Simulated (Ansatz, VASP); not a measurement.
**One calculation of GaN, two programs**

```
Ga N
1.0
     3.18900    0.00000    0.00000
    -1.59450    2.76176    0.00000
     0.00000    0.00000    5.15389
Ga N
2 2
Direct
  0.33333 0.66667 0.99949
  0.66667 0.33333 0.49949
  0.33333 0.66667 0.37751
  0.66667 0.33333 0.87751
```

Alike in both runs: functional PBE; k mesh 8 × 8 × 5; occupations gaussian, width 0.05 eV; no spin polarisation.

Ansatz relaxed the structure, and its values are those at the end. VASP's run is a single point on that final structure, the one shown.

```csv
,VASP,Ansatz
version,VASP 6.6.1,Ansatz 0.2.0
potentials or method,"VASP PAW PBE potentials, release 64 (Ga_d, N)","scalar-relativistic, plane waves, PAW"
plane-wave cutoff (eV),520,420
valence electrons in the cell,36,36
```

```tsv
	VASP	Ansatz	Ansatz less VASP
pressure (GPa)	6.7	6.6	-0.07
```

Ansatz's warnings: stress scf threshold loose.
